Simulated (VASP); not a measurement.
# Co (P6_3/mmc) in VASP: a series of runs

Runs on Co. Level: PBE. Tasks: single point.

Everything below comes from runs of VASP 6.6.1. Logs are shortened: lines on timing, memory, paths and dates and some standing lists are left out, and cuts for length are marked.

**1. The cell of the first run**

Symmetry: P6_3/mmc, No. 194, hexagonal system. Conventional cell: a = 2.257 Å, b = 2.257 Å, c = 3.652 Å, α = 90.00°, β = 90.00°, γ = 120.00°. Co (site symmetry -6m2) has 12 Co at 2.24 to 2.26 Å within 3.0 Å.

**2. Single point, PBE**

INCAR

```
  PREC = Accurate
  ENCUT = 520
  EDIFF = 1E-7
  ISMEAR = -1
  SIGMA = 0.05
  LREAL = False
  LASPH = True
  NELM = 60
  ALGO = Normal
  ISIF = 2
  LWAVE = False
  LCHARG = False
  GGA = PE
  NBANDS = 16
```

KPOINTS

```
regular mesh
0
Gamma
  17 17 10
```

POSCAR

```
Co
1.0
    2.2574742427      0.0000000000      0.0000000000
   -1.1287371214      1.9550300425      0.0000000000
    0.0000000000      0.0000000000      3.6522237537
Co
2
Direct
    0.3333333333      0.6666666667      0.2500000000
    0.6666666667      0.3333333333      0.7500000000
```

Potentials or basis: VASP PAW PBE potentials, release 64 (Co).

Started as:

```bash
cat potpaw_PBE.64/Co/POTCAR > POTCAR
mpirun -np 1 vasp_std > vasp.out
```

OUTCAR:

```text
PREC = Accurate
   ENCUT = 520
   EDIFF = 1E-7
   ISMEAR = -1
   LREAL = False
   LASPH = True
   NELM = 60
   ISIF = 2
   GGA = PE

 ion  position               nearest neighbor table
   1  0.333  0.667  0.250-   2 2.24   2 2.24   2 2.24   2 2.24   2 2.24   2 2.24
   2  0.667  0.333  0.750-   1 2.24   1 2.24   1 2.24   1 2.24   1 2.24   1 2.24

  LATTYP: Found a hexagonal cell.
 ALAT       =     2.2574742427
 C/A-ratio  =     1.6178362901

  Lattice vectors:

 A1 = (   2.2574742427,   0.0000000000,   0.0000000000)
 A2 = (  -1.1287371214,   1.9550300425,   0.0000000000)
 A3 = (   0.0000000000,   0.0000000000,   3.6522237537)

Analysis of symmetry for initial positions (statically):
=====================================================================
 Subroutine PRICEL returns:
 Original cell was already a primitive cell.

 Routine SETGRP: Setting up the symmetry group for a
 hexagonal supercell.

 Subroutine GETGRP returns: Found 24 space group operations
 (whereof 12 operations were pure point group operations)
 out of a pool of 24 trial point group operations.

The static configuration has the point symmetry D_3d.
 The point group associated with its full space group is D_6h.

Analysis of symmetry for dynamics (positions and initial velocities):
=====================================================================
 Subroutine PRICEL returns:
 Original cell was already a primitive cell.

 Routine SETGRP: Setting up the symmetry group for a
 hexagonal supercell.

 Subroutine GETGRP returns: Found 24 space group operations
 (whereof 12 operations were pure point group operations)
 out of a pool of 24 trial point group operations.

The dynamic configuration has the point symmetry D_3d.
 The point group associated with its full space group is D_6h.

 Subroutine INISYM returns: Found 24 space group operations
 (whereof 12 operations are pure point group operations),
 and found     1 'primitive' translations

----------------------------------------------------------------------------------------

                                     Primitive cell

  volume of cell :      16.1188

  direct lattice vectors                    reciprocal lattice vectors
     2.257474243  0.000000000  0.000000000     0.442972939  0.255750546  0.000000000
[... 77 lines left out ...]
   PREC   = accura    normal or accurate (medium, high low for compatibility)
   ISTART =      0    job   : 0-new  1-cont  2-samecut
   ICHARG =      2    charge: 1-file 2-atom 10-const
   ISPIN  =      1    spin polarized calculation?
   LNONCOLLINEAR =      F non collinear calculations
   LSORBIT =      F    spin-orbit coupling
   LASPH  =      T    aspherical Exc in radial PAW
   ENCUT  =  520.0 eV  38.22 Ry    6.18 a.u.   4.20  4.20  6.79*2*pi/ulx,y,z
   NELM   =     60;   NELMIN=  2; NELMDL= -5     # of ELM steps
   EDIFF  = 0.1E-06   stopping-criterion for ELM
   LREAL  =      F    real-space projection
   EDIFFG = 0.1E-05   stopping-criterion for IOM
   NSW    =      0    number of steps for IOM
   IBRION =     -1    ionic relax: 0-MD 1-quasi-New 2-CG
   NFREE  =      0    steps in history (QN), initial steepest desc. (CG)
   ISIF   =      2    stress and relaxation
   ISYM   =      2    0-nonsym 1-usesym 2-fastsym
   POTIM  = 0.5000    time-step for ionic-motion
   TEBEG  =    0.0;   TEEND  =   0.0 temperature during run
   PSTRESS=    0.0 pullay stress
   NELECT =      18.0000    total number of electrons
   NUPDOWN=      -1.0000    fix difference up-down
   EMIN   =  10.00;   EMAX   =-10.00  energy-range for DOS
   EFERMI =   0.00;   METHOD = LEGACY
   ISMEAR =    -1;   SIGMA  =   0.05  broadening in eV -4-tet -1-fermi 0-gaus
   EFERMI_NEDOS =   21; number of points for ismear=-14 and -15
   IALGO  =     38    algorithm
   IMIX   =      4    mixing-type and parameters
     AMIX     =   0.40;   BMIX     =  1.00
     AMIX_MAG =   1.60;   BMIX_MAG =  1.00
  volume/ion in A,a.u.               =       8.06        54.39
  Fermi-wavevector in a.u.,A,eV,Ry     =   1.698457  3.209618 39.249473  2.884755
  Thomas-Fermi vector in A             =   2.778953
   LORBIT       =      0    0 simple, 1 ext, 2 COOP (PROOUT), +10 PAW based schemes
   GGA     = PE    functional components
   LHFCALC =     F    Hartree Fock is set to
   AEXX    =    0.0000 exact exchange contribution
   IVDW    =     0    specifies the selected vdW correction
   LEPSILON=     F    determine dielectric tensor
   LRPA    =     F    only Hartree local field effects (RPA)
 non-spin polarized calculation
  energy-cutoff  :      520.00
  volume of cell :       16.12
 maximum number of plane-waves:       458
 NGX is ok and might be reduce to    18
   NGX =  9   NGY =  9   NGZ = 13

 number of electron      18.0000013 magnetization

 Free energy of the ion-electron system (eV)
  ---------------------------------------------------
  ext. energy  EPLUGINS =         0.00000000
  ---------------------------------------------------
  free energy    TOTEN  =       -12.44202117 eV

  energy without entropy =      -12.41002915  energy(sigma->0) =      -12.42602516

 E-fermi :  15.4095     XC(G=0): -15.2719

 val. band max:       15.4086095141   @ k =   0.3529   0.0588   0.0000
 cond. band min:      15.4103264015   @ k =   0.4706   0.0588   0.2000
 fundamental gap:      0.0017168874
 Fermi energy:        15.4094842208

 k-point     1 :       0.0000    0.0000    0.0000
  band No.  band energies     occupation
      1       4.4623      2.00000
      2       8.7195      2.00000
      3      12.5940      2.00000
      4      12.6412      2.00000
      5      12.6412      2.00000
      6      13.1788      2.00000
[... 433 lines left out ...]
      3      10.5322      2.00000
      4      10.8114      2.00000
      5      12.3754      2.00000
      6      12.7324      2.00000
[... 8 lines left out ...]
     15      31.8724      0.00000
     16      37.9536      0.00000

 [... further k-points ...]
[... 5 lines left out ...]
  --------------------------------------------------------------------------------------
  -------------------------------------------------------------------------------------
  Total       11.0874542     11.0874542     11.0756053     -0.0000000      0.0000000      0.0000000
  in kB     1102.0690431   1102.0690430   1100.8912906     -0.0000000      0.0000000      0.0000000
  external PRESSURE =    1101.6764589 kB  Pullay stress =       0.0000000 kB

 VOLUME and BASIS-vectors are now :
 -----------------------------------------------------------------------------
  energy-cutoff  :      520.00
  volume of cell :       16.12
      direct lattice vectors                 reciprocal lattice vectors
     2.257474243  0.000000000  0.000000000     0.442972939  0.255750546  0.000000000
    -1.128737121  1.955030043  0.000000000     0.000000000  0.511501091  0.000000000
     0.000000000  0.000000000  3.652223754     0.000000000  0.000000000  0.273805787

 POSITION                                       TOTAL-FORCE (eV/Angst)
 -----------------------------------------------------------------------------------
     -0.00000      1.30335      0.91306        -0.000000      0.000000      0.000000
      1.12874      0.65168      2.73917         0.000000     -0.000000      0.000000
 -----------------------------------------------------------------------------------
    total drift:                                0.000000     -0.000000     -0.000000

  FREE ENERGIE OF THE ION-ELECTRON SYSTEM (eV)
  ---------------------------------------------------
  free  energy   TOTEN  =       -12.4420211746 eV

  energy  without entropy=      -12.4100291468  energy(sigma->0) =      -12.42602516
```

OSZICAR:

```text
N       E                     dE             d eps       ncg     rms          rms(c)
DAV:   1     0.748163594346E+02    0.74816E+02   -0.84965E+03  6656   0.166E+03
DAV:   2    -0.121829903389E+02   -0.86999E+02   -0.79502E+02  6400   0.247E+02
DAV:   3    -0.144961127406E+02   -0.23131E+01   -0.22704E+01  7720   0.534E+01
DAV:   4    -0.145349091303E+02   -0.38796E-01   -0.38786E-01  8832   0.543E+00
DAV:   5    -0.145353682050E+02   -0.45907E-03   -0.45906E-03  7832   0.545E-01    0.207E+01
DAV:   6    -0.126294061291E+02    0.19060E+01   -0.57101E+00  7432   0.548E+01    0.474E+00
DAV:   7    -0.124932722086E+02    0.13613E+00   -0.41650E-01  8080   0.130E+01    0.361E+00
DAV:   8    -0.124433679734E+02    0.49904E-01   -0.12243E-02 10592   0.213E+00    0.523E-01
DAV:   9    -0.124420990724E+02    0.12689E-02   -0.10934E-03  6896   0.434E-01    0.161E-01
DAV:  10    -0.124420407404E+02    0.58332E-04   -0.19494E-05  8288   0.424E-02    0.482E-02
DAV:  11    -0.124420211283E+02    0.19612E-04   -0.19723E-06  8112   0.230E-02    0.342E-03
DAV:  12    -0.124420215936E+02   -0.46526E-06   -0.62146E-08  4824   0.542E-03    0.169E-03
DAV:  13    -0.124420212995E+02    0.29406E-06   -0.36696E-08  3856   0.244E-03    0.782E-04
DAV:  14    -0.124420211753E+02    0.12429E-06   -0.53439E-09  3536   0.989E-04    0.504E-05
DAV:  15    -0.124420211746E+02    0.67757E-09   -0.24121E-09  3496   0.704E-04
   1 F= -.12442021E+02 E0= -.12426025E+02  d E =-.319920E-01
```

Run time: 45 s. Hardware: 1 thread of Intel Xeon Platinum 8488C (Sapphire Rapids), shared host; peak memory 0.16 GiB.

What came out:

```yaml
Free_energy: -12.4420 eV
Pressure: 110.2 GPa
Band_gap_on_the_k_mesh: zero (bands 9 and 10 overlap by 2.19 eV)
```

Caveat: the cell stands under pressure; the run has no spin polarisation, though such a crystal can be magnetic.

**3. Single point, PBE**

This run uses another cell than the first one, of 9.09 Å³/atom.

INCAR

```
  PREC = Accurate
  ENCUT = 520
  EDIFF = 1E-7
  ISMEAR = -1
  SIGMA = 0.05
  LREAL = False
  LASPH = True
  NELM = 100
  ALGO = Normal
  ISIF = 2
  LWAVE = False
  LCHARG = True
  GGA = PE
  LELF = True
  LVHAR = True
  NBANDS = 16
```

KPOINTS

```
Automatic mesh
0
Gamma
  17 17 10
```

POSCAR

```
Co
1.0
    2.3510116202      0.0000000000      0.0000000000
   -1.1755058101      2.0360357877      0.0000000000
    0.0000000000      0.0000000000      3.7991067989
Co
2
Direct
    0.3333333333      0.6666666667      0.2500000000
    0.6666666667      0.3333333333      0.7500000000
```

Potentials or basis: VASP PAW PBE potentials, release 64 (Co).

Started as:

```bash
cat potpaw_PBE.64/Co/POTCAR > POTCAR
mpirun -np 1 vasp_std > vasp.out
```

OUTCAR:

```text
PREC = Accurate
   ENCUT = 520
   EDIFF = 1E-7
   ISMEAR = -1
   LREAL = False
   LASPH = True
   NELM = 100
   ISIF = 2
   GGA = PE

 ion  position               nearest neighbor table
   1  0.333  0.667  0.250-   2 2.33   2 2.33   2 2.33   2 2.33   2 2.33   2 2.33
   2  0.667  0.333  0.750-   1 2.33   1 2.33   1 2.33   1 2.33   1 2.33   1 2.33

  LATTYP: Found a hexagonal cell.
 ALAT       =     2.3510116202
 C/A-ratio  =     1.6159455641

  Lattice vectors:

 A1 = (   2.3510116202,   0.0000000000,   0.0000000000)
 A2 = (  -1.1755058101,   2.0360357877,   0.0000000000)
 A3 = (   0.0000000000,   0.0000000000,   3.7991067989)

Analysis of symmetry for initial positions (statically):
=====================================================================
 Subroutine PRICEL returns:
 Original cell was already a primitive cell.

 Routine SETGRP: Setting up the symmetry group for a
 hexagonal supercell.

 Subroutine GETGRP returns: Found 24 space group operations
 (whereof 12 operations were pure point group operations)
 out of a pool of 24 trial point group operations.

The static configuration has the point symmetry D_3d.
 The point group associated with its full space group is D_6h.

Analysis of symmetry for dynamics (positions and initial velocities):
=====================================================================
 Subroutine PRICEL returns:
 Original cell was already a primitive cell.

 Routine SETGRP: Setting up the symmetry group for a
 hexagonal supercell.

 Subroutine GETGRP returns: Found 24 space group operations
 (whereof 12 operations were pure point group operations)
 out of a pool of 24 trial point group operations.

The dynamic configuration has the point symmetry D_3d.
 The point group associated with its full space group is D_6h.

 Subroutine INISYM returns: Found 24 space group operations
[... 106 lines left out ...]
   TEBEG  =    0.0;   TEEND  =   0.0 temperature during run
   PSTRESS=    0.0 pullay stress
   NELECT =      18.0000    total number of electrons
   NUPDOWN=      -1.0000    fix difference up-down
   EMIN   =  10.00;   EMAX   =-10.00  energy-range for DOS
   EFERMI =   0.00;   METHOD = LEGACY
   ISMEAR =    -1;   SIGMA  =   0.05  broadening in eV -4-tet -1-fermi 0-gaus
   EFERMI_NEDOS =   21; number of points for ismear=-14 and -15
   IALGO  =     38    algorithm
   IMIX   =      4    mixing-type and parameters
     AMIX     =   0.40;   BMIX     =  1.00
     AMIX_MAG =   1.60;   BMIX_MAG =  1.00
  volume/ion in A,a.u.               =       9.09        61.36
  Fermi-wavevector in a.u.,A,eV,Ry     =   1.631518  3.083121 36.216665  2.661850
  Thomas-Fermi vector in A             =   2.723640
   LORBIT       =      0    0 simple, 1 ext, 2 COOP (PROOUT), +10 PAW based schemes
   GGA     = PE    functional components
   LHFCALC =     F    Hartree Fock is set to
   AEXX    =    0.0000 exact exchange contribution
   IVDW    =     0    specifies the selected vdW correction
   LEPSILON=     F    determine dielectric tensor
   LRPA    =     F    only Hartree local field effects (RPA)
 non-spin polarized calculation
  energy-cutoff  :      520.00
  volume of cell :       18.19
 maximum number of plane-waves:       513
 NGX is ok and might be reduce to    18
   NGX =  9   NGY =  9   NGZ = 15

 number of electron      18.0000009 magnetization

 Free energy of the ion-electron system (eV)
  ---------------------------------------------------
  ext. energy  EPLUGINS =         0.00000000
  ---------------------------------------------------
  free energy    TOTEN  =       -13.37971587 eV

  energy without entropy =      -13.34090230  energy(sigma->0) =      -13.36030908

 E-fermi :  13.0789     XC(G=0): -14.4972

 val. band max:       13.0744138430   @ k =   0.3529   0.1176   0.2000
 cond. band min:      13.0813638182   @ k =   0.3529   0.0588   0.0000
 fundamental gap:      0.0069499752
 Fermi energy:        13.0788863222

 k-point     1 :       0.0000    0.0000    0.0000
  band No.  band energies     occupation
      1       3.0224      2.00000
      2       7.3257      2.00000
      3      10.7367      2.00000
      4      10.7765      2.00000
      5      10.7765      2.00000
      6      11.2214      2.00000
[... 433 lines left out ...]
      3       8.9745      2.00000
      4       9.2366      2.00000
      5      10.5527      2.00000
      6      10.8403      2.00000
[... 8 lines left out ...]
     15      27.9852      0.00000
     16      34.4568      0.00000

 [... further k-points ...]
[... 5 lines left out ...]
  --------------------------------------------------------------------------------------
  -------------------------------------------------------------------------------------
  Total        4.7771977      4.7771977      4.7666925      0.0000000      0.0000000     -0.0000000
  in kB      420.8837064    420.8837064    419.9581694      0.0000000      0.0000000     -0.0000000
  external PRESSURE =     420.5751941 kB  Pullay stress =       0.0000000 kB

 VOLUME and BASIS-vectors are now :
 -----------------------------------------------------------------------------
  energy-cutoff  :      520.00
  volume of cell :       18.19
      direct lattice vectors                 reciprocal lattice vectors
     2.351011620  0.000000000  0.000000000     0.425348812  0.245575251  0.000000000
    -1.175505810  2.036035788  0.000000000     0.000000000  0.491150502  0.000000000
     0.000000000  0.000000000  3.799106799     0.000000000  0.000000000  0.263219765

 POSITION                                       TOTAL-FORCE (eV/Angst)
 -----------------------------------------------------------------------------------
     -0.00000      1.35736      0.94978         0.000000      0.000000      0.000000
      1.17551      0.67868      2.84933        -0.000000      0.000000      0.000000
 -----------------------------------------------------------------------------------
    total drift:                                0.000000     -0.000000     -0.000000

  FREE ENERGIE OF THE ION-ELECTRON SYSTEM (eV)
  ---------------------------------------------------
  free  energy   TOTEN  =       -13.3797158722 eV

  energy  without entropy=      -13.3409022965  energy(sigma->0) =      -13.36030908
```

OSZICAR:

```text
N       E                     dE             d eps       ncg     rms          rms(c)
DAV:   1     0.743432744283E+02    0.74343E+02   -0.84241E+03  6616   0.160E+03
DAV:   2    -0.134490769859E+02   -0.87792E+02   -0.80448E+02  6360   0.243E+02
DAV:   3    -0.157102387422E+02   -0.22612E+01   -0.22157E+01  7680   0.531E+01
DAV:   4    -0.157475927458E+02   -0.37354E-01   -0.37345E-01  8976   0.526E+00
DAV:   5    -0.157478864596E+02   -0.29371E-03   -0.29371E-03  7728   0.447E-01    0.173E+01
DAV:   6    -0.136352455602E+02    0.21126E+01   -0.82417E+00  7136   0.637E+01    0.392E+00
DAV:   7    -0.134267444153E+02    0.20850E+00   -0.85819E-01  7928   0.189E+01    0.266E+00
DAV:   8    -0.133836352668E+02    0.43109E-01   -0.16676E-02 10264   0.245E+00    0.676E-01
DAV:   9    -0.133796903856E+02    0.39449E-02   -0.10185E-03  8008   0.357E-01    0.536E-02
DAV:  10    -0.133797183036E+02   -0.27918E-04   -0.80818E-05  7936   0.103E-01    0.321E-02
DAV:  11    -0.133797148215E+02    0.34820E-05   -0.33207E-06  9648   0.348E-02    0.854E-03
DAV:  12    -0.133797153791E+02   -0.55753E-06   -0.80104E-07  7832   0.184E-02    0.359E-03
DAV:  13    -0.133797159413E+02   -0.56218E-06   -0.15392E-08  3960   0.219E-03    0.820E-04
DAV:  14    -0.133797158722E+02    0.69030E-07   -0.12769E-08  3568   0.221E-03
   1 F= -.13379716E+02 E0= -.13360309E+02  d E =-.388136E-01
```

It took 62 s on 1 thread of Intel Xeon Platinum 8488C (Sapphire Rapids), shared host; peak memory 0.16 GiB.

What came out:

- Free energy: -13.3797 eV
- Pressure: 42.1 GPa
- Band gap on the k mesh: zero (bands 9 and 10 overlap by 1.83 eV)

Stress tensor (GPa, compression positive):
```
42.09  0.00  0.00
 0.00 42.09  0.00
 0.00  0.00 42.00
```

Caveat: the cell stands under pressure; the run has no spin polarisation, though such a crystal can be magnetic. Spin polarisation is off, so any magnetic state and its effect on volume and gap are missing.

**4. Single point, PBE (9.09 Å³/atom)**

This run uses another cell than the first one, of 9.09 Å³/atom.

INCAR

```
SYSTEM = Co
PREC = Accurate
ENCUT = 520
EDIFF = 1E-7
ISMEAR = -1
SIGMA = 0.05
LREAL = .FALSE.
LASPH = .TRUE.
NELM = 80
ALGO = Normal
ISIF = 2
LWAVE = .FALSE.
LCHARG = .FALSE.
GGA = PE
NBANDS = 16
```

KPOINTS

```
regular mesh
0
G
  17 17 10
  0 0 0
```

POSCAR is that of step 3.

Started as:

```bash
cat potpaw_PBE.64/Co/POTCAR > POTCAR
mpirun -np 1 vasp_std > vasp.out
```

It took 58 s on 1 thread of Intel Xeon Platinum 8488C (Sapphire Rapids), shared host; peak memory 0.16 GiB.

The run converged. Its results:

```yaml
Free_energy: -13.3797 eV
Pressure: 42.1 GPa
Band_gap_on_the_k_mesh: zero (bands 9 and 10 overlap by 1.83 eV)
```

Stress tensor (GPa, compression positive):
```
42.09  0.00  0.00
 0.00 42.09  0.00
 0.00  0.00 42.00
```

Levels at points of the mesh, in eV from the Fermi level:
| k point | band 7 | band 8 | band 9 | band 10 | band 11 | band 12 |
| --- | --- | --- | --- | --- | --- | --- |
| (0.00, 0.00, 0.00) | -1.86 | -1.39 | -1.39 | -0.23 | 0.11 | 0.11 |
| (0.00, 0.00, 0.50) | -2.39 | -2.39 | -0.30 | -0.30 | -0.30 | -0.30 |

Caveat: the cell stands under pressure; the run has no spin polarisation, though such a crystal can be magnetic. Spin polarisation is off, so any magnetic state and its effect on volume and gap are missing.
